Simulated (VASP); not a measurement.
Runs of VASP 6.6.1 on Si. The structure is that of space group I4_1/amd (No. 141), or close to it. The cells are those of the table. 

| cell | gap on the mesh (eV) | pressure (GPa) |
| --- | --- | --- |
| a = 3.778, b = 3.778, c = 3.978 Å, angles 58.2, 58.2, 63.5°, 2 atoms | none | 1.8 |
| a = 3.683, b = 3.683, c = 3.878 Å, angles 58.2, 58.2, 63.5°, 2 atoms | none | 10.3 |
| a = 3.795, b = 3.795, c = 3.931 Å, angles 58.8, 58.8, 62.4°, 2 atoms | none | 2.0 |
| a = 3.887, b = 3.887, c = 3.520 Å, angles 63.1, 63.1, 53.8°, 2 atoms | none | 9.2 |
| a = 3.751, b = 3.751, c = 3.818 Å, angles 59.4, 59.4, 61.2°, 2 atoms | 0.09 | (a) |
| a = 3.916, b = 3.916, c = 4.055 Å, angles 58.8, 58.8, 62.4°, 2 atoms | - | (b) |
| a = 3.809, b = 3.809, c = 4.011 Å, angles 58.2, 58.2, 63.5°, 2 atoms | none | -0.4 |
| a = 3.752, b = 3.752, c = 4.076 Å, angles 57.1, 57.1, 65.8°, 2 atoms | none | 0.7 |

Alike in all rows: task single point; level PBE; potentials or basis VASP PAW PBE potentials, release 64 (Si); no spin polarisation; k mesh 10 × 10 × 10; cutoff (eV) 520; smearing gaussian 0.05 eV.

**Question.** Fill in the values left out.

**Answer.** (a) 7.7; (b) -5.5.

A k mesh can miss the band edges.

A gap of «none» marks levels without a gap at the run's occupations.
